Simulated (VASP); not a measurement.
A run of VASP 6.6.1 is set up as follows.

POSCAR

```
SnO
1.0
    3.7926486997      0.0000000000      0.0000000000
    0.0000000000      3.7926486997      0.0000000000
    0.0000000000      0.0000000000      4.7582138802
Sn O
2 2
Direct
    0.5000000000      0.0000000000      0.2410340763
    0.0000000000      0.5000000000      0.7589659237
    0.0000000000      0.0000000000      0.0000000000
    0.5000000000      0.5000000000      0.0000000000
```

The input INCAR.step1:

```
  PREC = Accurate
  ENCUT = 520
  ISMEAR = -1
  SIGMA = 0.02
  LREAL = F
  LASPH = T
  NELM = 60
  NBANDS = 28
  GGA = PE
  ALGO = Normal
  EDIFF = 1E-4
  LWAVE = T
  LCHARG = F
```

The input INCAR.step2:

```
  PREC = Accurate
  ENCUT = 520
  EDIFF = 1E-7
  ISMEAR = -1
  SIGMA = 0.02
  LREAL = F
  LASPH = T
  NELM = 60
  ALGO = Normal
  ISIF = 2
  LWAVE = F
  LCHARG = F
  METAGGA = R2SCAN
  LMIXTAU = T
  NBANDS = 28
  ISTART = 1
```

KPOINTS

```
Automatic mesh
0
Gamma
  6 6 6
```

Potentials or basis: VASP PAW PBE potentials, release 64 (Sn_d, O).

Command:

```bash
$ cat potpaw_PBE.64/Sn_d/POTCAR potpaw_PBE.64/O/POTCAR > POTCAR
$ cp INCAR.step1 INCAR
$ mpirun -np 1 vasp_std > vasp.out
$ cp INCAR.step2 INCAR
$ mpirun -np 1 vasp_std > vasp.out
```

(1) Predict the band gap on the k mesh.

(2) Predict the largest force.

## Answers

(1) 0.03 eV (least direct gap 2.20 eV).

(2) 0.119 eV/Å.

Caveat: semilocal functionals underestimate gaps, and a narrow one can read as zero; the PAW data sets were made with another functional, which shifts forces and pressure a little; spin-orbit coupling is left out, which moves the levels of the heavy elements.
